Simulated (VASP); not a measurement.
# Si (a cell with a defect) in VASP: relaxation of the atoms with PBEsol

Aim: the relaxation of the atoms of Si (a cell with a defect) with PBEsol.

Program: VASP 6.6.1. These are calculated values, not measurements. Logs are shortened: lines on timing, memory, paths and dates and some standing lists are left out, and cuts for length are marked.

### Step 1. The cell of the first run

The cell holds a defect, 17 atoms: a = 7.679 Å, b = 7.679 Å, c = 7.679 Å, α = 60.00°, β = 60.00°, γ = 60.00°.

### Step 2. Relaxation of the atoms, PBEsol

INCAR

```
SYSTEM = Si
PREC = Accurate
ENCUT = 520
EDIFF = 1E-7
ISMEAR = 0
SIGMA = 0.02
LREAL = Auto
LASPH = .True.
NELM = 80
ALGO = Normal
ISIF = 2
LWAVE = .False.
LCHARG = .False.
GGA = PS
IBRION = 2
NSW = 80
EDIFFG = -0.03
```

KPOINTS

```
Automatic mesh
0
Gamma
  2 2 2
  0 0 0
```

POSCAR

```
Si
1.0
    0.0000000000      5.4300000000      5.4300000000
    5.4300000000      0.0000000000      5.4300000000
    5.4300000000      5.4300000000      0.0000000000
Si
17
Direct
    0.0000000000      0.0000000000      0.0000000000
    0.1250000000      0.1250000000      0.1250000000
    0.0000000000      0.0000000000      0.5000000000
    0.1250000000      0.1250000000      0.6250000000
    0.0000000000      0.5000000000      0.0000000000
    0.1250000000      0.6250000000      0.1250000000
    0.0000000000      0.5000000000      0.5000000000
    0.1250000000      0.6250000000      0.6250000000
    0.5000000000      0.0000000000      0.0000000000
    0.6250000000      0.1250000000      0.1250000000
    0.5000000000      0.0000000000      0.5000000000
    0.6250000000      0.1250000000      0.6250000000
    0.5000000000      0.5000000000      0.0000000000
    0.6250000000      0.6250000000      0.1250000000
    0.5000000000      0.5000000000      0.5000000000
    0.6250000000      0.6250000000      0.6250000000
    0.8188897100      0.5672784900      0.8132255800
```

Potentials or basis: VASP PAW PBE potentials, release 64 (Si).

Run with:

```console
> cat potpaw_PBE.64/Si/POTCAR > POTCAR
> mpirun -np 1 vasp_std > vasp.out
```

OUTCAR:

```text
SYSTEM = Si
   PREC = Accurate
   ENCUT = 520
   EDIFF = 1E-7
   ISMEAR = 0
   LREAL = Auto
   LASPH = .True.
   NELM = 80
   ISIF = 2
   GGA = PS
   IBRION = 2
   NSW = 80
   EDIFFG = -0.03

 ion  position               nearest neighbor table
   1  0.000  0.000  0.000-   2 2.35   4 2.35   6 2.35  10 2.35
   2  0.125  0.125  0.125-   1 2.35   3 2.35   5 2.35   9 2.35
   3  0.000  0.000  0.500-   2 2.35   4 2.35   8 2.35  12 2.35
   4  0.125  0.125  0.625-   1 2.35   3 2.35   7 2.35  11 2.35
   5  0.000  0.500  0.000-  17 2.19   6 2.35   8 2.35  14 2.35   2 2.35
   6  0.125  0.625  0.125-   1 2.35   5 2.35   7 2.35  13 2.35
   7  0.000  0.500  0.500-  17 2.27   6 2.35   8 2.35  16 2.35   4 2.35
   8  0.125  0.625  0.625-  17 2.19   5 2.35   7 2.35  15 2.35   3 2.35
   9  0.500  0.000  0.000-   2 2.35  10 2.35  12 2.35  14 2.35
  10  0.625  0.125  0.125-   1 2.35   9 2.35  11 2.35  13 2.35
  11  0.500  0.000  0.500-   4 2.35  10 2.35  12 2.35  16 2.35
  12  0.625  0.125  0.625-   3 2.35   9 2.35  11 2.35  15 2.35
  13  0.500  0.500  0.000-  17 2.31  10 2.35  14 2.35  16 2.35   6 2.35
  14  0.625  0.625  0.125-  17 2.23   9 2.35  13 2.35  15 2.35   5 2.35
  15  0.500  0.500  0.500-   8 2.35  12 2.35  14 2.35  16 2.35
  16  0.625  0.625  0.625-  17 2.31  11 2.35  13 2.35  15 2.35   7 2.35
  17  0.819  0.567  0.813-   5 2.19   8 2.19  14 2.23   7 2.27  13 2.31  16 2.31

  LATTYP: Found a face centered cubic cell.
 ALAT       =    10.8600000000

  Lattice vectors:

 A1 = (   0.0000000000,   5.4300000000,   5.4300000000)
 A2 = (   5.4300000000,   0.0000000000,   5.4300000000)
 A3 = (   5.4300000000,   5.4300000000,   0.0000000000)

Analysis of symmetry for initial positions (statically):
=====================================================================
 Subroutine PRICEL returns:
 Original cell was already a primitive cell.

 Routine SETGRP: Setting up the symmetry group for a
 face centered cubic supercell.

 Subroutine GETGRP returns: Found  1 space group operations
 (whereof  1 operations were pure point group operations)
 out of a pool of 48 trial point group operations.

The static configuration has the point symmetry C_1 .

Analysis of symmetry for dynamics (positions and initial velocities):
=====================================================================
 Subroutine PRICEL returns:
 Original cell was already a primitive cell.

 Routine SETGRP: Setting up the symmetry group for a
 face centered cubic supercell.

 Subroutine GETGRP returns: Found  1 space group operations
 (whereof  1 operations were pure point group operations)
 out of a pool of 48 trial point group operations.

The dynamic configuration has the point symmetry C_1 .

 Subroutine INISYM returns: Found  1 space group operations
 (whereof  1 operations are pure point group operations),
 and found     1 'primitive' translations

----------------------------------------------------------------------------------------

                                     Primitive cell

  volume of cell :     320.2060

  direct lattice vectors                    reciprocal lattice vectors
     0.000000000  5.430000000  5.430000000    -0.092081031  0.092081031  0.092081031
     5.430000000  0.000000000  5.430000000     0.092081031 -0.092081031  0.092081031
     5.430000000  5.430000000  0.000000000     0.092081031  0.092081031 -0.092081031

  length of vectors
     7.679179644  7.679179644  7.679179644     0.159489025  0.159489025  0.159489025

  position of ions in fractional coordinates (direct lattice)
     0.000000000  0.000000000  0.000000000
     0.125000000  0.125000000  0.125000000
     0.000000000  0.000000000  0.500000000
     0.125000000  0.125000000  0.625000000
     0.000000000  0.500000000  0.000000000
     0.125000000  0.625000000  0.125000000
[... 9 lines left out ...]
     0.625000000  0.625000000  0.625000000
     0.818889710  0.567278490  0.813225580

  ion indices of the primitive-cell ions
   primitive index   ion index
                 1           1
                 2           2
                 3           3
                 4           4
                 5           5
                 6           6
[... 9 lines left out ...]
                16          16
                17          17

----------------------------------------------------------------------------------------

 KPOINTS: Automatic mesh

Automatic generation of k-mesh.
 Grid dimensions read from file:
 generate k-points for:    2    2    2

 Generating k-lattice:

  Cartesian coordinates                     Fractional coordinates (reciprocal lattice)
    -0.046040516  0.046040516  0.046040516     0.500000000  0.000000000  0.000000000
     0.046040516 -0.046040516  0.046040516     0.000000000  0.500000000  0.000000000
     0.046040516  0.046040516 -0.046040516     0.000000000  0.000000000  0.500000000

  Length of vectors
     0.079744512  0.079744512  0.079744512

  Shift w.r.t. Gamma in fractional coordinates (k-lattice)
     0.000000000  0.000000000  0.000000000

 Subroutine IBZKPT returns following result:
 ===========================================

 Found      8 irreducible k-points:

 Following reciprocal coordinates:
            Coordinates               Weight
  0.000000  0.000000  0.000000      1.000000
  0.500000  0.000000  0.000000      1.000000
  0.000000  0.500000  0.000000      1.000000
  0.000000  0.000000  0.500000      1.000000
  0.500000  0.500000  0.500000      1.000000
  0.500000  0.500000  0.000000      1.000000
  0.000000  0.500000  0.500000      1.000000
  0.500000  0.000000  0.500000      1.000000
   k-points           NKPTS =      8   k-points in BZ     NKDIM =      8   number of bands    NBANDS=     43
   number of dos      NEDOS =    301   number of ions     NIONS =     17
   total plane-waves  NPLWV = 216000
   dimension x,y,z NGX =    60 NGY =   60 NGZ =   60
   dimension x,y,z NGXF=   120 NGYF=  120 NGZF=  120
   ions per type =              17
   NGX,Y,Z   is equivalent  to a cutoff of  12.99, 12.99, 12.99 a.u.
   NGXF,Y,Z  is equivalent  to a cutoff of  25.98, 25.98, 25.98 a.u.
 SYSTEM =  Si
   PREC   = accura    normal or accurate (medium, high low for compatibility)
   ISTART =      0    job   : 0-new  1-cont  2-samecut
   ICHARG =      2    charge: 1-file 2-atom 10-const
   ISPIN  =      1    spin polarized calculation?
   LNONCOLLINEAR =      F non collinear calculations
   LSORBIT =      F    spin-orbit coupling
   LASPH  =      T    aspherical Exc in radial PAW
   ENCUT  =  520.0 eV  38.22 Ry    6.18 a.u.  14.28 14.28 14.28*2*pi/ulx,y,z
   NELM   =     80;   NELMIN=  2; NELMDL= -5     # of ELM steps
   EDIFF  = 0.1E-06   stopping-criterion for ELM
   LREAL  =      T    real-space projection
   EDIFFG = -.3E-01   stopping-criterion for IOM
   NSW    =     80    number of steps for IOM
   IBRION =      2    ionic relax: 0-MD 1-quasi-New 2-CG
   NFREE  =      1    steps in history (QN), initial steepest desc. (CG)
   ISIF   =      2    stress and relaxation
   ISYM   =      2    0-nonsym 1-usesym 2-fastsym
   POTIM  = 0.5000    time-step for ionic-motion
   TEBEG  =    0.0;   TEEND  =   0.0 temperature during run
   PSTRESS=    0.0 pullay stress
   NELECT =      68.0000    total number of electrons
   NUPDOWN=      -1.0000    fix difference up-down
   EMIN   =  10.00;   EMAX   =-10.00  energy-range for DOS
   EFERMI =   0.00;   METHOD = LEGACY
   ISMEAR =     0;   SIGMA  =   0.02  broadening in eV -4-tet -1-fermi 0-gaus
   EFERMI_NEDOS =   21; number of points for ismear=-14 and -15
   IALGO  =     38    algorithm
   IMIX   =      4    mixing-type and parameters
     AMIX     =   0.40;   BMIX     =  1.00
     AMIX_MAG =   1.60;   BMIX_MAG =  1.00
  volume/ion in A,a.u.               =      18.84       127.11
  Fermi-wavevector in a.u.,A,eV,Ry     =   0.976715  1.845724 12.979587  0.953973
  Thomas-Fermi vector in A             =   2.107356
   LORBIT       =      0    0 simple, 1 ext, 2 COOP (PROOUT), +10 PAW based schemes
   GGA     = PS    functional components
   LHFCALC =     F    Hartree Fock is set to
   AEXX    =    0.0000 exact exchange contribution
   IVDW    =     0    specifies the selected vdW correction
   LEPSILON=     F    determine dielectric tensor
   LRPA    =     F    only Hartree local field effects (RPA)
 conjugate gradient relaxation of ions
 non-spin polarized calculation
 Gauss-broadening in eV      SIGMA  =   0.02
  energy-cutoff  :      520.00
  volume of cell :      320.21
 maximum number of plane-waves:      8646
 NGX is ok and might be reduce to    60
   NGX = 29   NGY = 29   NGZ = 29

--------------------------------------- Ionic step        1  -------------------------------------------

 number of electron      68.0000003 magnetization

 Free energy of the ion-electron system (eV)
  ---------------------------------------------------
  ext. energy  EPLUGINS =         0.00000000
  ---------------------------------------------------
  free energy    TOTEN  =       -92.58791025 eV

  energy without entropy =      -92.58365796  energy(sigma->0) =      -92.58578410

------------------------ aborting loop because EDIFF is reached ----------------------------------------

  FORCE on cell =-STRESS in cart. coord.  units (eV):
  Direction    XX          YY          ZZ          XY          YZ          ZX
  --------------------------------------------------------------------------------------
  -------------------------------------------------------------------------------------
  Total       11.5328004     11.7811136     11.4944918      4.3428519      4.2784265     -4.3125692
  in kB       57.7053227     58.9477785     57.5136425     21.7298196     21.4074615    -21.5782976
  external PRESSURE =      58.0555812 kB  Pullay stress =       0.0000000 kB
[... 134 lines left out ...]
  FREE ENERGIE OF THE ION-ELECTRON SYSTEM (eV)
  ---------------------------------------------------
  free  energy   TOTEN  =       -93.3021273833 eV

  energy  without entropy=      -93.2993163433  energy(sigma->0) =      -93.30072186

[... ionic steps 4 to 31 ...]

--------------------------------------- Ionic step       32  -------------------------------------------

 number of electron      68.0000000 magnetization

------------------------ aborting loop because EDIFF is reached ----------------------------------------

  FORCE on cell =-STRESS in cart. coord.  units (eV):
  Direction    XX          YY          ZZ          XY          YZ          ZX
  --------------------------------------------------------------------------------------
  -------------------------------------------------------------------------------------
  Total        5.0986181      5.1219834      5.1302639      0.8133653      0.8773164     -0.8587173
  in kB       25.5113580     25.6282686     25.6697008      4.0697405      4.3897254     -4.2966632
  external PRESSURE =      25.6031091 kB  Pullay stress =       0.0000000 kB
[... 87 lines left out ...]
  energy  without entropy=      -93.6302929823  energy(sigma->0) =      -93.63029667

--------------------------------------- Ionic step       34  -------------------------------------------

 number of electron      68.0000000 magnetization

 Free energy of the ion-electron system (eV)
  ---------------------------------------------------
  ext. energy  EPLUGINS =         0.00000000
  ---------------------------------------------------
  free energy    TOTEN  =       -93.63049747 eV

  energy without entropy =      -93.63049606  energy(sigma->0) =      -93.63049676

 E-fermi :   6.5539     XC(G=0):  -9.8260

 val. band max:        6.4987380698   @ k =   0.0000   0.5000   0.0000
 cond. band min:       6.6099324455   @ k =   0.0000   0.0000   0.0000
 fundamental gap:      0.1111943757
 Fermi energy:         6.5539261268

 k-point     1 :       0.0000    0.0000    0.0000
  band No.  band energies     occupation
      1      -6.2740      2.00000
      2      -3.9017      2.00000
      3      -3.6837      2.00000
      4      -3.6798      2.00000
      5      -3.4009      2.00000
      6      -2.5735      2.00000
[... 401 lines left out ...]
  FREE ENERGIE OF THE ION-ELECTRON SYSTEM (eV)
  ---------------------------------------------------
  free  energy   TOTEN  =       -93.6304974684 eV

  energy  without entropy=      -93.6304960571  energy(sigma->0) =      -93.63049676

 reached required accuracy - stopping structural energy minimisation
```

Wall time 47 min (1 thread of AMD EPYC 9R45 (Zen 5), shared host); peak memory 0.5 GiB.

What came out:

```yaml
Free_energy: -93.6305 eV
Energy_gained_by_relaxing: 61.3 meV/atom
Ionic_steps: 34
Pressure_after_relaxing: 2.5 GPa
Largest_force_after_relaxing: 0.030 eV/Å
Band_gap_on_the_k_mesh: 0.11 eV
```

Forces on the atoms (eV/Å):
```
Si  -0.014  0.024 -0.008
Si   0.009 -0.010  0.006
Si  -0.010 -0.004  0.004
Si   0.008 -0.001 -0.011
Si   0.002 -0.005  0.009
Si   0.000 -0.024 -0.017
Si   0.011 -0.012 -0.001
Si   0.008  0.016  0.009
Si   0.005 -0.010 -0.010
Si  -0.016  0.009  0.006
Si   0.014 -0.003  0.009
Si  -0.012  0.016 -0.010
Si   0.008 -0.013  0.006
Si  -0.002  0.010  0.007
Si  -0.012 -0.008 -0.016
Si  -0.009  0.007 -0.003
Si   0.009  0.011  0.021
```

Stress tensor (GPa, compression positive):
```
 2.50  0.37 -0.38
 0.37  2.51  0.39
-0.38  0.39  2.52
```

Step by step:
| step | energy change (eV) | largest force (eV/Å) | pressure (GPa) |
| --- | --- | --- | --- |
| 1 | 0.0000 | 2.8316 | 5.81 |
| 2 | -0.7104 | 0.8696 | 4.46 |
| 3 | -0.7142 | 0.7586 | 4.49 |
| 4 | -0.8096 | 0.4398 | 4.28 |
| 5 | -0.8110 | 0.4424 | 4.26 |
| 6 | -0.8468 | 0.3088 | 4.19 |
| 7 | -0.8564 | 0.2621 | 4.13 |
| 8 | -0.8867 | 0.2131 | 4.06 |
| 9 | -0.9425 | 0.4112 | 3.82 |
| 10 | -0.9084 | 0.8896 | 3.31 |
| 11 | -0.9516 | 0.5835 | 3.65 |
| 12 | -0.9669 | 0.5329 | 3.57 |
| 13 | -1.0013 | 0.3998 | 3.33 |
| 14 | -1.0229 | 0.2190 | 2.82 |
| 15 | -1.0235 | 0.1863 | 2.89 |
| 16 | -1.0292 | 0.1036 | 2.85 |
| 17 | -1.0313 | 0.0950 | 2.82 |
| 18 | -1.0324 | 0.0881 | 2.82 |
| 19 | -1.0348 | 0.0791 | 2.81 |
| 20 | -1.0337 | 0.1493 | 2.79 |
| 21 | -1.0355 | 0.0841 | 2.80 |
| 22 | -1.0366 | 0.0543 | 2.80 |
| 23 | -1.0372 | 0.0457 | 2.79 |
| 24 | -1.0378 | 0.0477 | 2.78 |
| 25 | -1.0389 | 0.0893 | 2.74 |
| 26 | -1.0390 | 0.1106 | 2.72 |
| 27 | -1.0397 | 0.0891 | 2.70 |
| 28 | -1.0408 | 0.0447 | 2.64 |
| 29 | -1.0409 | 0.0569 | 2.62 |
| 30 | -1.0414 | 0.0526 | 2.60 |
| 31 | -1.0417 | 0.0729 | 2.54 |
| 32 | -1.0418 | 0.0565 | 2.56 |
| 33 | -1.0424 | 0.0372 | 2.53 |
| 34 | -1.0426 | 0.0295 | 2.51 |

Final structure:
```xyz
17
Lattice="0.0000 5.4300 5.4300 5.4300 0.0000 5.4300 5.4300 5.4300 0.0000" Properties=species:S:1:pos:R:3 pbc="T T T"
Si    5.6636   10.6297    5.6649
Si    1.4334    1.3779    1.4359
Si    8.0705    2.7951    5.4649
Si    4.0568    4.0003    1.4375
Si    2.8117    0.0933    2.8119
Si    4.2885    1.1465    4.2929
Si    5.3394    2.6230    2.8136
Si    6.6849    4.1768    4.1894
Si    5.4626    2.7956    8.0729
Si    1.4360    3.9993    4.0588
Si    8.0687    5.4013    8.0712
Si    3.8122    7.0513    3.8143
Si    2.8108    2.6233    5.3422
Si    4.1898    4.1777    6.6861
Si    5.1954    5.6710    5.1960
Si    6.6857    6.6742    6.6880
Si    7.5060    8.7862    7.5063
```

Levels at points of the mesh, in eV from the valence-band top:
| k point | band 30 | band 31 | band 32 | band 33 | band 34 | band 35 | band 36 | band 37 | band 38 | band 39 |
| --- | --- | --- | --- | --- | --- | --- | --- | --- | --- | --- |
| (0.00, 0.00, 0.00) | -1.24 | -1.02 | -0.48 | -0.48 | -0.28 | 0.11 | 0.12 | 0.44 | 0.44 | 0.97 |
| (0.50, 0.00, 0.00) | -1.24 | -1.18 | -1.13 | -0.64 | -0.15 | 0.43 | 0.77 | 1.08 | 1.26 | 1.48 |
| (0.00, 0.50, 0.00) | -1.18 | -1.18 | -1.04 | -1.04 | 0.00 | 0.53 | 0.54 | 1.39 | 1.39 | 1.40 |
| (0.00, 0.00, 0.50) | -1.24 | -1.18 | -1.13 | -0.65 | -0.15 | 0.43 | 0.77 | 1.08 | 1.26 | 1.48 |
| (0.50, 0.50, 0.50) | -1.24 | -1.18 | -1.13 | -0.64 | -0.15 | 0.43 | 0.77 | 1.08 | 1.26 | 1.48 |
| (0.50, 0.50, 0.00) | -1.65 | -1.63 | -1.47 | -0.27 | -0.08 | 0.63 | 1.61 | 1.64 | 1.78 | 2.12 |
| (0.00, 0.50, 0.50) | -1.65 | -1.63 | -1.47 | -0.27 | -0.08 | 0.63 | 1.61 | 1.64 | 1.77 | 2.12 |
| (0.50, 0.00, 0.50) | -1.65 | -1.63 | -1.47 | -0.27 | -0.08 | 0.63 | 1.61 | 1.64 | 1.77 | 2.12 |

Caveat: the k points lie up to 0.50 Å⁻¹ apart; the PAW data sets were made with another functional, which shifts forces and pressure a little.
